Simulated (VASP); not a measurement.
CdS (Hawleyite), 2 atoms in the cell. The structure is cubic, space group F-43m (No. 216). The conventional cell has a = 5.833 Å, b = 5.833 Å, c = 5.833 Å, α = 90.00°, β = 90.00°, γ = 90.00°. Within 3.3 Å of Cd (site symmetry -43m) lie 4 S at 2.53 Å. S (site symmetry -43m) has 4 Cd at 2.53 Å within 3.3 Å. 

```yaml
Program: VASP 6.6.1
Task: single point
Functional: PBE
Potentials_or_basis: VASP PAW PBE potentials, release 64 (Cd, S)
Cutoff: 520 eV
k_mesh: 8 × 8 × 8
Occupations: gaussian, width 0.029 eV
Spin: no spin polarisation
Dipole_correction: no
Further_INCAR_settings: ALGO = Normal; EDIFF = 1e-06; NBANDS = 16
```

Potentials or basis: VASP PAW PBE potentials, release 64 (Cd, S).

The run is started by

```console
$ cat potpaw_PBE.64/Cd/POTCAR potpaw_PBE.64/S/POTCAR > POTCAR
$ mpirun -np 1 vasp_std > vasp.out
```

Hardware: 1 thread of Intel(R) Xeon(R) Platinum 8259CL CPU @ 2.50GHz (Skylake/Cascade Lake), with other jobs on the host.

Question: How long does it take, and how much memory?

Answer: It took 19 s on 1 thread of Intel(R) Xeon(R) Platinum 8259CL CPU @ 2.50GHz (Skylake/Cascade Lake) (shared host), peak memory 0.18 GiB. Counts: scf iterations 14, k points 29.
